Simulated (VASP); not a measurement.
# Zr (Cmce) in VASP: further runs, part 2 of 2

VASP 6.6.1.

## 4. Relaxation of cell and atoms, r2SCAN

This run uses another cell than the first one, of 24.58 Å³/atom, 0.997 times its volume.

The input, POSCAR:

```
Zr
1.0
    1.8023103959     -5.7172988389      0.0000000000
    1.8023103959      5.7172988389      0.0000000000
    0.0000000000      0.0000000000      4.7698607456
Zr
4
Direct
    0.0980000000      0.9020000000      0.9100000000
    0.5980000000      0.4020000000      0.5900000000
    0.9020000000      0.0980000000      0.0900000000
    0.4020000000      0.5980000000      0.4100000000
```

The input, INCAR.step1:

```
ALGO = Normal
EDIFF = 1E-4
ENCUT = 600
GGA = PE
ISMEAR = 0
LASPH = True
LCHARG = False
LREAL = False
LWAVE = True
NELM = 100
PREC = Accurate
SIGMA = 0.1
```

The input, INCAR.step2:

```
ALGO = Normal
EDIFF = 1E-6
EDIFFG = -0.04
ENCUT = 600
IBRION = 2
ISIF = 3
ISMEAR = 0
ISTART = 1
LASPH = True
LCHARG = False
LMIXTAU = True
LREAL = False
LWAVE = False
METAGGA = R2SCAN
NELM = 100
NSW = 90
PREC = Accurate
SIGMA = 0.1
```

The input, KPOINTS:

```
k-points
0
Gamma
  6 6 4
```

Potentials or basis: VASP PAW PBE potentials, release 64 (Zr_sv).

The run is started by

```bash
> cat potpaw_PBE.64/Zr_sv/POTCAR > POTCAR
> cp INCAR.step1 INCAR
> mpirun -np 1 vasp_std > vasp.out
> cp INCAR.step2 INCAR
> mpirun -np 1 vasp_std > vasp.out
```

OUTCAR:

```text
EDIFF = 1E-6
   EDIFFG = -0.04
   ENCUT = 600
   IBRION = 2
   ISIF = 3
   ISMEAR = 0
   ISTART = 1
   LASPH = True
   LREAL = False
   METAGGA = R2SCAN
   NELM = 100
   NSW = 90
   PREC = Accurate

 ion  position               nearest neighbor table
   1  0.098  0.902  0.910-   2 2.36   2 2.36   3 2.40   2 3.71   2 3.71   4 3.74   4 3.74   4 3.74
                             4 3.74
   2  0.598  0.402  0.590-   1 2.36   1 2.36   4 2.40   1 3.71   1 3.71   3 3.74   3 3.74   3 3.74
                             3 3.74
   3  0.902  0.098  0.090-   4 2.36   4 2.36   1 2.40   4 3.71   4 3.71   2 3.74   2 3.74   2 3.74
                             2 3.74
   4  0.402  0.598  0.410-   3 2.36   3 2.36   2 2.40   3 3.71   3 3.71   1 3.74   1 3.74   1 3.74
                             1 3.74

  LATTYP: Found a base centered orthorhombic cell.
 ALAT       =     3.6046207918
 B/A-ratio  =     3.1722054380
 C/A-ratio  =     1.3232628399

  Lattice vectors:

 A1 = (   1.8023103959,  -5.7172988389,   0.0000000000)
 A2 = (   1.8023103959,   5.7172988389,   0.0000000000)
 A3 = (   0.0000000000,   0.0000000000,   4.7698607456)

Analysis of symmetry for initial positions (statically):
=====================================================================
 Subroutine PRICEL returns:
 Original cell was already a primitive cell.

 Routine SETGRP: Setting up the symmetry group for a
 base centered orthorhombic supercell.

 Subroutine GETGRP returns: Found  8 space group operations
 (whereof  4 operations were pure point group operations)
 out of a pool of  8 trial point group operations.

The static configuration has the point symmetry C_2h.
 The point group associated with its full space group is D_2h.

Analysis of symmetry for dynamics (positions and initial velocities):
=====================================================================
 Subroutine PRICEL returns:
 Original cell was already a primitive cell.

 Routine SETGRP: Setting up the symmetry group for a
 base centered orthorhombic supercell.

 Subroutine GETGRP returns: Found  8 space group operations
 (whereof  4 operations were pure point group operations)
 out of a pool of  8 trial point group operations.

The dynamic configuration has the point symmetry C_2h.
 The point group associated with its full space group is D_2h.

 Subroutine INISYM returns: Found  8 space group operations
 (whereof  4 operations are pure point group operations),
 and found     1 'primitive' translations

----------------------------------------------------------------------------------------

                                     Primitive cell

  volume of cell :      98.3006

  direct lattice vectors                    reciprocal lattice vectors
     1.802310396 -5.717298839  0.000000000     0.277421692 -0.087453886  0.000000000
     1.802310396  5.717298839  0.000000000     0.277421692  0.087453886  0.000000000
     0.000000000  0.000000000  4.769860746     0.000000000  0.000000000  0.209649726

  length of vectors
     5.994650013  5.994650013  4.769860746     0.290879662  0.290879662  0.209649726

  position of ions in fractional coordinates (direct lattice)
     0.098000000  0.902000000  0.910000000
     0.598000000  0.402000000  0.590000000
     0.902000000  0.098000000  0.090000000
     0.402000000  0.598000000  0.410000000

  ion indices of the primitive-cell ions
   primitive index   ion index
                 1           1
                 2           2
                 3           3
                 4           4

[... 62 lines left out ...]
   PREC   = accura    normal or accurate (medium, high low for compatibility)
   ISTART =      1    job   : 0-new  1-cont  2-samecut
   ICHARG =      0    charge: 1-file 2-atom 10-const
   ISPIN  =      1    spin polarized calculation?
   LNONCOLLINEAR =      F non collinear calculations
   LSORBIT =      F    spin-orbit coupling
   LASPH  =      T    aspherical Exc in radial PAW
   ENCUT  =  600.0 eV  44.10 Ry    6.64 a.u.  11.97 11.97  9.53*2*pi/ulx,y,z
   NELM   =    100;   NELMIN=  2; NELMDL=  0     # of ELM steps
   EDIFF  = 0.1E-05   stopping-criterion for ELM
   LREAL  =      F    real-space projection
   EDIFFG = -.4E-01   stopping-criterion for IOM
   NSW    =     90    number of steps for IOM
   IBRION =      2    ionic relax: 0-MD 1-quasi-New 2-CG
   NFREE  =      1    steps in history (QN), initial steepest desc. (CG)
   ISIF   =      3    stress and relaxation
   ISYM   =      2    0-nonsym 1-usesym 2-fastsym
   POTIM  = 0.5000    time-step for ionic-motion
   TEBEG  =    0.0;   TEEND  =   0.0 temperature during run
   PSTRESS=    0.0 pullay stress
   NELECT =      48.0000    total number of electrons
   NUPDOWN=      -1.0000    fix difference up-down
   EMIN   =  10.00;   EMAX   =-10.00  energy-range for DOS
   EFERMI =   0.00;   METHOD = LEGACY
   ISMEAR =     0;   SIGMA  =   0.10  broadening in eV -4-tet -1-fermi 0-gaus
   EFERMI_NEDOS =   21; number of points for ismear=-14 and -15
   IALGO  =     38    algorithm
   IMIX   =      4    mixing-type and parameters
     AMIX     =   0.40;   BMIX     =  1.00
     AMIX_MAG =   1.60;   BMIX_MAG =  1.00
  volume/ion in A,a.u.               =      24.58       165.84
  Fermi-wavevector in a.u.,A,eV,Ry     =   1.289149  2.436139 22.611599  1.661906
  Thomas-Fermi vector in A             =   2.421060
   LORBIT       =      0    0 simple, 1 ext, 2 COOP (PROOUT), +10 PAW based schemes
   METAGGA = R2SCAN    functional components
   LHFCALC =     F    Hartree Fock is set to
   AEXX    =    0.0000 exact exchange contribution
   IVDW    =     0    specifies the selected vdW correction
   LEPSILON=     F    determine dielectric tensor
   LRPA    =     F    only Hartree local field effects (RPA)
 conjugate gradient relaxation of ions
 non-spin polarized calculation
 Gauss-broadening in eV      SIGMA  =   0.10
  energy-cutoff  :      600.00
  volume of cell :       98.30
 maximum number of plane-waves:      3306
   NGX = 23   NGY = 23   NGZ = 19

--------------------------------------- Ionic step        1  -------------------------------------------

 number of electron      48.0000000 magnetization

 Free energy of the ion-electron system (eV)
  ---------------------------------------------------
  ext. energy  EPLUGINS =         0.00000000
  ---------------------------------------------------
  free energy    TOTEN  =       -82.62051637 eV

  energy without entropy =      -82.59128788  energy(sigma->0) =      -82.60590213

------------------------ aborting loop because EDIFF is reached ----------------------------------------

  FORCE on cell =-STRESS in cart. coord.  units (eV):
  Direction    XX          YY          ZZ          XY          YZ          ZX
  --------------------------------------------------------------------------------------
  -------------------------------------------------------------------------------------
  Total        7.3922965      3.8036253      6.4375674      0.0000000      0.0000000      0.0000000
  in kB      120.4852221     61.9943529    104.9243282      0.0000000      0.0000000      0.0000000
  external PRESSURE =      95.8013011 kB  Pullay stress =       0.0000000 kB
[... 95 lines left out ...]
  FREE ENERGIE OF THE ION-ELECTRON SYSTEM (eV)
  ---------------------------------------------------
  free  energy   TOTEN  =       -85.3002541880 eV

  energy  without entropy=      -85.2637572679  energy(sigma->0) =      -85.28200573

 E-fermi :  10.7284     XC(G=0): -12.6802

 val. band max:       10.7153320902   @ k =   0.3333   0.3333   0.2500
 cond. band min:      10.7290536601   @ k =  -0.1667   0.1667   0.2500
 fundamental gap:      0.0137215699
 Fermi energy:        10.7283999248

 k-point     1 :       0.0000    0.0000    0.0000
  band No.  band energies     occupation
      1     -39.8074      2.00000
      2     -38.9275      2.00000
      3     -38.7990      2.00000
      4     -37.9784      2.00000
      5     -18.2812      2.00000
      6     -18.0464      2.00000
[... 733 lines left out ...]
     27      11.9241      0.00000
     28      12.2973      0.00000

 [... further k-points ...]

[... ionic steps 4 to 12 ...]

--------------------------------------- Ionic step       13  -------------------------------------------

 number of electron      48.0000000 magnetization

------------------------ aborting loop because EDIFF is reached ----------------------------------------
[... 71 lines left out ...]
--------------------------------------- Ionic step       15  -------------------------------------------

 number of electron      47.9999999 magnetization

 Free energy of the ion-electron system (eV)
  ---------------------------------------------------
  ext. energy  EPLUGINS =         0.00000000
  ---------------------------------------------------
  free energy    TOTEN  =       -90.21092262 eV

  energy without entropy =      -90.18219053  energy(sigma->0) =      -90.19655657

 E-fermi :   8.5842     XC(G=0): -11.8457

 val. band max:        8.5825547745   @ k =   0.0000   0.0000   0.2500
 cond. band min:       8.5878348850   @ k =   0.1667   0.1667   0.2500
 fundamental gap:      0.0052801105
 Fermi energy:         8.5842493867

 k-point     1 :       0.0000    0.0000    0.0000
  band No.  band energies     occupation
      1     -41.7879      2.00000
      2     -41.6646      2.00000
      3     -41.5745      2.00000
      4     -41.4715      2.00000
      5     -19.8369      2.00000
      6     -19.6318      2.00000
[... 766 lines left out ...]
  FREE ENERGIE OF THE ION-ELECTRON SYSTEM (eV)
  ---------------------------------------------------
  free  energy   TOTEN  =       -90.2109226173 eV

  energy  without entropy=      -90.1821905311  energy(sigma->0) =      -90.19655657

 reached required accuracy - stopping structural energy minimisation
```

Run time: 1.9 h. Hardware: 1 thread of Intel Xeon Platinum 8259CL at 2.50GHz (Skylake/Cascade Lake), shared host; peak memory 0.4 GiB.

Results:

| Property | Result |
| --- | --- |
| Free energy | -90.2109 eV |
| Relaxed volume | 23.65 Å³/atom |
| Relaxed cell | a = 5.609 Å, b = 5.609 Å, c = 5.462 Å, α = 90.00°, β = 90.00°, γ = 146.61° |
| Space group after relaxing (to 0.05 Å) | Fmmm (No. 69) |
| Energy gained by relaxing | 1897.6 meV/atom |
| Ionic steps | 15 |
| Pressure after relaxing | -0.1 GPa |
| Largest force after relaxing | 0.015 eV/Å |
| Band gap on the k mesh | zero (band 24 reaches 9.49 eV, above the bottom of band 25 at 8.04 eV) |

Forces in eV/Å, atoms in the order of the input:
```
Zr   0.000  0.007  0.014
Zr   0.000  0.007 -0.014
Zr   0.000 -0.007 -0.014
Zr   0.000 -0.007  0.014
```

Stress tensor (GPa, compression positive):
```
-0.05  0.00  0.00
 0.00 -0.22  0.00
 0.00  0.00 -0.14
```

Step by step:
```csv
step,energy change (eV),largest force (eV/Å),pressure (GPa),volume (Å³)
1,0.0000,4.2781,9.58,98.30
2,-2.4883,2.7320,-7.91,120.67
3,-2.6797,2.4386,-9.96,126.70
4,-5.6386,1.8786,-10.82,112.93
5,0.5009,5.4448,45.47,76.35
6,-6.8045,1.5273,-7.03,102.62
7,-6.9730,1.7695,0.90,94.54
8,-7.0728,1.4491,-3.08,97.84
9,-7.4250,0.6599,4.38,90.56
10,-7.4282,0.6592,3.71,91.11
11,-7.5699,0.3066,-0.44,95.60
12,-7.5704,0.2988,-0.69,95.88
13,-7.5870,0.1397,-0.20,94.93
14,-7.5889,0.0771,0.06,94.49
15,-7.5904,0.0155,-0.14,94.58
```

Final structure:
```xyz
4
Lattice="1.6116 -5.3725 0.0000 1.6116 5.3725 0.0000 0.0000 0.0000 5.4621" Properties=species:S:1:pos:R:3 pbc="T T T"
Zr    1.6116    3.9298    5.4599
Zr    1.6116   -1.4428    2.7332
Zr    1.6116   -3.9298    0.0021
Zr    1.6116    1.4428    2.7289
```

Caveat: the PAW data sets were made with another functional, which shifts forces and pressure a little.

## 5. Overview

```tsv
task	cell	k mesh	cutoff (eV)	gap on the mesh (eV)	pressure (GPa)	relaxed volume (Å³/atom)	largest force (eV/Å)
single point	a = 3.626, b = 3.626, c = 8.155 Å, angles 90.0, 90.0, 66.9°, 4 atoms	6 × 6 × 2	520	none	1.9	-	3.99
relaxation of cell and atoms	relaxed from a = 4.808, b = 4.808, c = 4.893 Å, angles 90.0, 90.0, 118.9°, 4 atoms	4 × 4 × 4	600	none	0.0	24.84	0.04
relaxation of cell and atoms	relaxed from a = 5.995, b = 5.995, c = 4.770 Å, angles 90.0, 90.0, 145.0°, 4 atoms	6 × 6 × 4	600	none	-0.1	23.65	0.02
```

Alike in all rows: level r2SCAN; potentials or basis VASP PAW PBE potentials, release 64 (Zr_sv); no spin polarisation; smearing gaussian 0.1 eV.

Caveats: some runs use coarse meshes; the PAW data sets were made with another functional, which shifts forces and pressure a little.

Absolute energies hang on the potentials; compare differences alone.
